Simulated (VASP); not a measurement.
# CoH3 (P6/mmm) in VASP: further runs, part 2 of 2

VASP 6.6.1. The steps go on from the part before.

### 4 Relaxation of cell and atoms, PBE, collinear spin, ferromagnetic start

This run uses another cell than the first one: it holds 4 atoms, not 8.

Input file INCAR:

```
PREC = Accurate
ENCUT = 600
EDIFF = 1E-7
ISMEAR = 0
SIGMA = 0.15
LREAL = False
LASPH = True
NELM = 150
ALGO = Normal
ISIF = 3
LWAVE = False
LCHARG = False
ISPIN = 2
MAGMOM = 3 0 0 0
LORBIT = 11
LMAXMIX = 4
GGA = PE
IBRION = 2
NSW = 36
EDIFFG = -0.08
```

Input file KPOINTS:

```
Automatic mesh
0
Gamma
  5 5 3
```

Input file POSCAR:

```
CoH3
1.0
    2.9935690600      0.0000000000      0.0000000000
   -1.4967845300      2.5925068500      0.0000000000
    0.0000000000      0.0000000000      5.0114596300
Co H
1 3
Direct
    0.0000000000      0.0000000000      0.5000000000
    0.3333333300      0.6666666700      0.0000000000
    0.6666666700      0.3333333300      0.0000000000
    0.0000000000      0.0000000000      0.0000000000
```

Potentials or basis: VASP PAW PBE potentials, release 64 (Co, H).

Command:

```sh
cat potpaw_PBE.64/Co/POTCAR potpaw_PBE.64/H/POTCAR > POTCAR
mpirun -np 1 vasp_std > vasp.out
```

OUTCAR:

```text
PREC = Accurate
   ENCUT = 600
   EDIFF = 1E-7
   ISMEAR = 0
   LREAL = False
   LASPH = True
   NELM = 150
   ISIF = 3
   ISPIN = 2
   LORBIT = 11
   GGA = PE
   IBRION = 2
   NSW = 36
   EDIFFG = -0.08

 ion  position               nearest neighbor table
   1  0.000  0.000  0.500-
   2  0.333  0.667  0.000-
   3  0.667  0.333  0.000-
   4  0.000  0.000  0.000-

  LATTYP: Found a hexagonal cell.
 ALAT       =     2.9935690600
 C/A-ratio  =     1.6740751690

  Lattice vectors:

 A1 = (   2.9935690600,   0.0000000000,   0.0000000000)
 A2 = (  -1.4967845300,   2.5925068500,   0.0000000000)
 A3 = (   0.0000000000,   0.0000000000,   5.0114596300)

Analysis of symmetry for initial positions (statically):
=====================================================================
 Subroutine PRICEL returns:
 Original cell was already a primitive cell.

 Routine SETGRP: Setting up the symmetry group for a
 hexagonal supercell.

 Subroutine GETGRP returns: Found 24 space group operations
 (whereof 24 operations were pure point group operations)
 out of a pool of 24 trial point group operations.

The static configuration has the point symmetry D_6h.

Analysis of symmetry for dynamics (positions and initial velocities):
=====================================================================
 Subroutine PRICEL returns:
 Original cell was already a primitive cell.

 Routine SETGRP: Setting up the symmetry group for a
 hexagonal supercell.

 Subroutine GETGRP returns: Found 24 space group operations
 (whereof 24 operations were pure point group operations)
 out of a pool of 24 trial point group operations.

The dynamic configuration has the point symmetry D_6h.

Analysis of structural, dynamic, and magnetic symmetry:
=====================================================================
 Subroutine PRICEL returns:
 Original cell was already a primitive cell.

[... 114 lines left out ...]
   IMIX   =      4    mixing-type and parameters
     AMIX     =   0.40;   BMIX     =  1.00
     AMIX_MAG =   1.60;   BMIX_MAG =  1.00
  volume/ion in A,a.u.               =       9.72        65.62
  Fermi-wavevector in a.u.,A,eV,Ry     =   1.106227  2.090465 16.649957  1.223737
  Thomas-Fermi vector in A             =   2.242725
   LORBIT       =     11    0 simple, 1 ext, 2 COOP (PROOUT), +10 PAW based schemes
   GGA     = PE    functional components
   LHFCALC =     F    Hartree Fock is set to
   AEXX    =    0.0000 exact exchange contribution
   IVDW    =     0    specifies the selected vdW correction
   LEPSILON=     F    determine dielectric tensor
   LRPA    =     F    only Hartree local field effects (RPA)
 conjugate gradient relaxation of ions
 spin polarized calculation
 Gauss-broadening in eV      SIGMA  =   0.15
  energy-cutoff  :      600.00
  volume of cell :       38.89
 maximum number of plane-waves:      1314
 NGX is ok and might be reduce to    24

--------------------------------------- Ionic step        1  -------------------------------------------

 number of electron      12.0000000 magnetization       2.0657508

 Free energy of the ion-electron system (eV)
  ---------------------------------------------------
  ext. energy  EPLUGINS =         0.00000000
  ---------------------------------------------------
  free energy    TOTEN  =       -11.16423750 eV

  energy without entropy =      -11.12157548  energy(sigma->0) =      -11.14290649

 E-fermi :   1.8523     XC(G=0):  -9.2768

 val. band max:        1.8276952608   @ k =   0.2000  -0.0000   0.0000
 cond. band min:       1.8594635258   @ k =   0.0000   0.0000   0.3333
 fundamental gap:      0.0317682650
 Fermi energy:         1.8523050825
[... 724 lines left out ...]
  FREE ENERGIE OF THE ION-ELECTRON SYSTEM (eV)
  ---------------------------------------------------
  free  energy   TOTEN  =       -12.0663274630 eV

  energy  without entropy=      -12.0492520633  energy(sigma->0) =      -12.05778976

[... ionic steps 4 to 11 ...]

--------------------------------------- Ionic step       12  -------------------------------------------

 number of electron      12.0000001 magnetization      -0.0000795

 number of electron      12.0000001 magnetization       0.0000731
[... 77 lines left out ...]
 number of electron      12.0000005 magnetization      -0.0000464

 number of electron      12.0000005 magnetization       0.0000491

 Free energy of the ion-electron system (eV)
  ---------------------------------------------------
  ext. energy  EPLUGINS =         0.00000000
  ---------------------------------------------------
  free energy    TOTEN  =       -13.20312204 eV

  energy without entropy =      -13.16039539  energy(sigma->0) =      -13.18175872

 E-fermi :   4.0002     XC(G=0): -10.7224

 val. band max:        3.9706530418   @ k =   0.4000   0.0000   0.0000
 cond. band min:       4.0297822373   @ k =   0.4000   0.2000   0.0000
 fundamental gap:      0.0591291956
 Fermi energy:         4.0001765177
[... 334 lines left out ...]
  FREE ENERGIE OF THE ION-ELECTRON SYSTEM (eV)
  ---------------------------------------------------
  free  energy   TOTEN  =       -13.2031220442 eV

  energy  without entropy=      -13.1603953944  energy(sigma->0) =      -13.18175872

 reached required accuracy - stopping structural energy minimisation

 total charge

# of ion       s       p       d       tot
------------------------------------------
    1        0.534   0.376   7.353   8.263
    2        0.455   0.035   0.000   0.490
    3        0.455   0.035   0.000   0.490
    4        0.454   0.035   0.000   0.490
--------------------------------------------------
tot          1.898   0.481   7.353   9.732

 magnetization (x)

# of ion       s       p       d       tot
------------------------------------------
    1       -0.000  -0.000   0.000   0.000
    2       -0.000  -0.000   0.000  -0.000
    3       -0.000  -0.000   0.000  -0.000
    4       -0.000  -0.000   0.000  -0.000
--------------------------------------------------
tot         -0.000  -0.000   0.000   0.000
```

OSZICAR:

```text
N       E                     dE             d eps       ncg     rms          rms(c)
DAV:   1     0.318938049730E+02    0.31894E+02   -0.50307E+03   480   0.100E+03
[... 208 lines left out ...]
DAV:   9    -0.132031259087E+02    0.97288E-04   -0.34703E-04   616   0.172E-01    0.267E-02
DAV:  10    -0.132031227378E+02    0.31709E-05   -0.66969E-05   564   0.709E-02    0.997E-03
DAV:  11    -0.132031228063E+02   -0.68512E-07   -0.29191E-06   508   0.195E-02    0.555E-03
DAV:  12    -0.132031227836E+02    0.22743E-07   -0.19216E-06   580   0.119E-02    0.326E-03
DAV:  13    -0.132031225046E+02    0.27904E-06   -0.13778E-07   304   0.457E-03    0.313E-03
DAV:  14    -0.132031220274E+02    0.47718E-06   -0.51344E-07   504   0.965E-03    0.207E-03
DAV:  15    -0.132031220442E+02   -0.16865E-07   -0.13634E-07   400   0.451E-03
  14 F= -.13203122E+02 E0= -.13181759E+02  d E =-.580428E-01  mag=    -0.0000
```

CONTCAR:

```text
CoH3
   1.00000000000000
     2.3030312448386736    0.0000000000000000    0.0000000000000000
    -1.1515156224193368    1.9944835626186648   -0.0000000000000000
     0.0000000000000000   -0.0000000000000000    5.5490547992117492
  Co              H
     1     3
Direct
     0.0000000000000000    0.0000000000000000    0.5000000000000000
     0.3333333300000021    0.6666666699999979    1.0000000000000000
     0.6666666699999979    0.3333333300000021    0.0000000000000000
     0.0000000000000000    0.0000000000000000    0.0000000000000000

  0.00000000E+00  0.00000000E+00  0.00000000E+00
  0.00000000E+00  0.00000000E+00  0.00000000E+00
  0.00000000E+00  0.00000000E+00  0.00000000E+00
  0.00000000E+00  0.00000000E+00  0.00000000E+00
```

Run time: 5.1 min. Hardware: 1 thread of AMD EPYC 7R43 (Zen 3), shared host; peak memory 0.17 GiB.

Results:

| Item | Value |
| --- | --- |
| Free energy | -13.2031 eV |
| Relaxed volume | 6.37 Å³/atom |
| Relaxed cell | a = 2.303 Å, b = 2.303 Å, c = 5.549 Å, α = 90.00°, β = 90.00°, γ = 120.00° |
| Space group after relaxing (to 0.1 Å) | P6/mmm (No. 191) |
| Energy gained by relaxing | 509.7 meV/atom |
| Ionic steps | 14 |
| Pressure after relaxing | -0.4 GPa |
| Band gap on the k mesh | zero (filled and empty bands overlap) |
| Net moment | 0.00 μB per cell |
| Valence electrons inside the program's atomic spheres | Co 8.26; H 0.49 |

Stress tensor (GPa, compression positive):
```
-0.82  0.00  0.00
 0.00 -0.82  0.00
 0.00  0.00  0.54
```

The path:
```tsv
step	energy change (eV)	largest force (eV/Å)	pressure (GPa)	volume (Å³)
1	0.0000	0.0000	-20.42	38.89
2	-0.9883	0.0000	-20.80	32.30
3	-0.9021	0.0000	73.81	16.80
4	-1.5490	0.0000	-18.31	26.09
5	-1.9120	0.0000	5.61	21.14
6	-1.9170	0.0000	0.36	21.80
7	-1.9179	0.0000	2.45	21.52
8	-1.9385	0.0000	3.30	21.68
9	-1.9779	0.0000	6.50	22.11
10	-1.9102	0.0000	16.02	22.82
11	-1.9808	0.0000	8.10	22.28
12	-1.9926	0.0000	7.01	22.59
13	-2.0188	0.0000	4.02	23.54
14	-2.0389	0.0000	-0.37	25.49
```

Final structure:
```
Co H
1.0
     2.30303    0.00000    0.00000
    -1.15152    1.99448    0.00000
     0.00000    0.00000    5.54905
Co H
1 3
Direct
  0.00000 0.00000 0.50000
  0.33333 0.66667 0.00000
  0.66667 0.33333 0.00000
  0.00000 0.00000 0.00000
```

Levels at points of the mesh, in eV from the Fermi level:
Spin up:
```csv
k point,band 2,band 3,band 4,band 5,band 6,band 7,band 8,band 9,band 10,band 11
"(0.00, 0.00, 0.00)",-6.06,-1.59,-1.59,-1.42,-0.90,0.41,0.41,11.31,13.92,15.93
```
Spin down:
```
           k point  band 4  band 5  band 6  band 7  band 8  band 9
(0.00, 0.00, 0.00)   -1.59   -1.42   -0.90    0.41    0.41   11.31
```

Caveat: the k points lie up to 0.63 Å⁻¹ apart in the final cell, too coarse for converged energies and pressures of a metal; the volume moved by over 15 % at a fixed basis, so the end points are rough.

### 5 Relaxation of cell and atoms, PBE, collinear spin, ferromagnetic start

This run uses another cell than the first one: it holds 4 atoms, not 8.

Input file INCAR:

```
PREC     = Accurate       # precision mode
ENCUT    = 600            # plane-wave cutoff, eV
EDIFF    = 1E-6           # SCF threshold, eV
ISMEAR   = 0              # smearing method
SIGMA    = 0.15           # smearing width, eV
LREAL    = False          # projectors in reciprocal space
LASPH    = True           # aspherical terms in the spheres
NELM     = 150            # most SCF steps
ALGO     = Normal         # electronic algorithm
ISIF     = 3              # what is computed and relaxed
LWAVE    = False          # write WAVECAR
LCHARG   = False          # write CHGCAR
ISPIN    = 2              # spin polarisation
MAGMOM   = 3 0 0 0        # initial moments
LORBIT   = 11             # projections on sites
LMAXMIX  = 4              # l up to which the mixer works
GGA      = PE             # functional
IBRION   = 2              # ionic algorithm
NSW      = 36             # ionic steps
EDIFFG   = -0.08          # ionic threshold
```

KPOINTS is that of step 4.

Input file POSCAR:

```
CoH3
1.0
    3.0470560800      0.0000000000      0.0000000000
   -1.5235280400      2.6388279700      0.0000000000
    0.0000000000      0.0000000000      5.0974914100
Co H
1 3
Direct
    0.0000000000      0.0000000000      0.0000000000
    0.0000000000      0.0000000000      0.6928415000
    0.0000000000      0.0000000000      0.3071585000
    0.0000000000      0.0000000000      0.5000000000
```

Command:

```sh
cat potpaw_PBE.64/Co/POTCAR potpaw_PBE.64/H/POTCAR > POTCAR
mpirun -np 1 vasp_std > vasp.out
```

Run time: 3.9 min. Hardware: 1 thread of AMD EPYC 7R43 (Zen 3), shared host; peak memory 0.15 GiB.

It converged, with:

```
Free energy                                           : -15.1242 eV
Relaxed volume                                        : 6.84 Å³/atom
Relaxed cell                                          : a = 2.446 Å, b = 2.446 Å, c = 5.278 Å, α = 90.00°, β = 90.00°, γ = 120.00°
Space group after relaxing (to 0.1 Å)                 : P6/mmm (No. 191)
Energy gained by relaxing                             : 243.5 meV/atom
Ionic steps                                           : 12
Pressure after relaxing                               : -0.3 GPa
Largest force after relaxing                          : 0.006 eV/Å
Net moment                                            : 1.73 μB per cell
Site moments                                          : Co +1.73; H -0.01, +0.01 (each value once) μB
Valence electrons inside the program's atomic spheres : Co 8.19; H 0.56
```

Forces on the atoms (eV/Å):
```
Co   0.000  0.000  0.000
H    0.000  0.000 -0.006
H    0.000  0.000  0.006
H    0.000  0.000  0.000
```

Stress tensor (GPa, compression positive):
```
-0.44  0.00  0.00
 0.00 -0.44  0.00
 0.00  0.00 -0.07
```

Step by step:
```
step  energy change (eV)  largest force (eV/Å)  pressure (GPa)  volume (Å³)
   1              0.0000                0.7120           -5.58        40.99
   2             -0.2470                0.0239           -7.77        38.87
   3             -0.5407                0.8644           -9.60        35.18
   4             -0.5728                2.0827           -0.69        27.93
   5             -0.6715                1.3778           -8.33        32.20
   6             -0.8578                0.8154           -6.03        29.61
   7             -0.8954                0.5357           -3.02        28.18
   8             -0.9431                0.3967           -2.46        27.87
   9             -0.9719                0.1721           -0.84        27.47
  10             -0.9729                0.0890           -0.07        27.36
  11             -0.9730                0.1072           -0.16        27.38
  12             -0.9742                0.0061           -0.32        27.35
```

Final structure:
```yaml
crystal:
  lattice:
    - [2.44587, 0.00000, 0.00000]
    - [-1.22294, 2.11819, 0.00000]
    - [0.00000, 0.00000, 5.27825]
  atoms:
    - { symbol: Co, position: [0.00000, 0.00000, 0.00000] }
    - { symbol: H, position: [0.00000, 0.00000, 0.68237] }
    - { symbol: H, position: [0.00000, 0.00000, 0.31763] }
    - { symbol: H, position: [0.00000, 0.00000, 0.50000] }
```

Levels at points of the mesh, in eV from the Fermi level:
Spin up:
```csv
k point,band 4,band 5,band 6,band 7,band 8,band 9,band 10,band 11
"(0.00, 0.00, 0.00)",-2.27,-2.27,-1.74,-1.38,-1.38,10.98,13.20,17.78
```
Spin down:
| k point | band 3 | band 4 | band 5 | band 6 | band 7 | band 8 |
| --- | --- | --- | --- | --- | --- | --- |
| (0.00, 0.00, 0.00) | -4.83 | -0.80 | -0.63 | -0.63 | 0.70 | 0.70 |

Caveat: the k points lie up to 0.59 Å⁻¹ apart in the final cell; the volume moved by over 15 % at a fixed basis, so the end points are rough.

### 6 Summary

| task | cell | k mesh | cutoff (eV) | gap on the mesh (eV) | pressure (GPa) | moment (μB) | relaxed volume (Å³/atom) | largest force (eV/Å) |
| --- | --- | --- | --- | --- | --- | --- | --- | --- |
| single point | a = 3.822, b = 3.822, c = 5.344 Å, angles 90.0, 90.0, 120.0°, 8 atoms, atomic positions A | 4 × 4 × 2 | 520 | none | 0.0 | 3.41 | - | 0.02 |
| relaxation of cell and atoms | relaxed from a = 3.192, b = 3.192, c = 4.299 Å, angles 90.0, 90.0, 120.0°, 4 atoms, atomic positions B | 5 × 5 × 3 | 600 | none | -0.4 | 0.77 | 5.78 | - |
| relaxation of cell and atoms | relaxed from a = 3.047, b = 3.047, c = 5.097 Å, angles 90.0, 90.0, 120.0°, 4 atoms, atomic positions C | 5 × 5 × 3 | 600 | none | -0.3 | 1.73 | 6.84 | 0.01 |

Alike in all rows: level PBE; potentials or basis VASP PAW PBE potentials, release 64 (Co, H); spin collinear, ferromagnetic start; smearing gaussian 0.15 eV.

Caveats: all runs use coarse meshes; the volume moved by over 15 % at a fixed basis, so the end points are rough (at least some runs).

Total energies depend on the potentials used, so only differences within one code and one set of settings carry meaning.
